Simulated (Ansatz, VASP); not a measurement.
## One calculation of Ru, two programs

Contents of INCAR:

```
PREC = Accurate ; ENCUT = 520
EDIFF = 1E-6 ; ISMEAR = 0
SIGMA = 0.1 ; LREAL = F
LASPH = T ; NELM = 60
ALGO = Normal ; ISIF = 2
LWAVE = F ; LCHARG = T
GGA = PE ; LELF = T
LVHAR = T ; NBANDS = 21
```

KPOINTS

```
Automatic mesh
0
Gamma
  18 18 10
```

POSCAR

```
Ru
1.0
    2.7752572031      0.0000000000      0.0000000000
   -1.3876286016      2.4034432400      0.0000000000
    0.0000000000      0.0000000000      4.1349023730
Ru
2
Direct
    0.3333333333      0.6666666667      0.2500000000
    0.6666666667      0.3333333333      0.7500000000
```

Input for Ansatz:

```yaml
crystal:
  lattice:
    - [2.7752572031, 0.0, 0.0]
    - [-1.3876286016, 2.40344324, 0.0]
    - [0.0, 0.0, 4.134902373]
  atoms:
    - { symbol: Ru, position: [0.3333333333, 0.6666666667, 0.25] }
    - { symbol: Ru, position: [0.6666666667, 0.3333333333, 0.75] }
basis:
  ecutwfc: 420
kpoints:
  mp_grid: { grid: [18, 18, 10] }
hamiltonian:
  xc: pbe
scf:
  occupations: { method: gaussian, width: 0.1 }
output:
  forces: true
  stress: true
  eigenvalues: true
```

Alike in both runs: task single point; functional PBE; k mesh 18 × 18 × 10; occupations gaussian, width 0.1 eV; no spin polarisation.

|  | VASP | Ansatz |
| --- | --- | --- |
| version | VASP 6.6.1 | Ansatz 0.2.0 |
| potentials or method | VASP PAW PBE potentials, release 64 (Ru_pv), cutoff 520 eV | scalar-relativistic, plane waves, PAW |
| valence electrons in the cell | 28 | 32 |

Ansatz gave:

| Quantity | Value |
| --- | --- |
| gap on the k mesh at the Fermi level (eV) | none |
| pressure (GPa) | 1.4 |
| traceless stress, the component that is largest in VASP (GPa) | 16.32 |

Problem. What did VASP give for the same quantities?

Solution. gap on the k mesh at the Fermi level (eV): none; pressure (GPa): 1.3; traceless stress, the component that is largest in VASP (GPa): 16.31.

A gap of «none» marks a metal or a gap that the smearing closes. The functional is the same, so the differences come from potentials, cutoffs and numerics. VASP's potentials hold 28 valence electrons a cell and Ansatz's 32, so a difference there can come from the potentials and not from the codes.
